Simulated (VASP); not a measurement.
Crystal: SiC (Moissanite).

```
CELL_PARAMETERS angstrom
3.13633 0.00000 0.00000
-1.56816 2.71614 0.00000
0.00000 0.00000 5.14701
ATOMIC_POSITIONS crystal
Si 0.66667 0.33333 0.50000
Si 0.33333 0.66667 0.00000
C 0.66667 0.33333 0.88500
C 0.33333 0.66667 0.38500
```

Base run:

- Program: VASP 6.6.1
- Functional: revPBE
- Dispersion: D4
- Potentials or basis: VASP PAW PBE potentials, release 64 (Si, C)
- Cutoff: 520 eV
- k mesh: 10 × 10 × 5
- Occupations: fermi-dirac, width 0.05 eV
- Spin: no spin polarisation

Its results: band gap on the k mesh 2.51 eV, indirect (least direct gap 3.98 eV); pressure -14.0 GPa; largest force 0.636 eV/Å.

The run is repeated on the same cell with these changes: functional from revPBE to PBE. What comes out?

Band gap on the k mesh 2.48 eV, indirect (least direct gap 3.96 eV); pressure -11.8 GPa; largest force 0.646 eV/Å.

Caveats: the PAW data sets were made with another functional, which shifts forces and pressure a little (some runs).

A k mesh can miss the band edges.
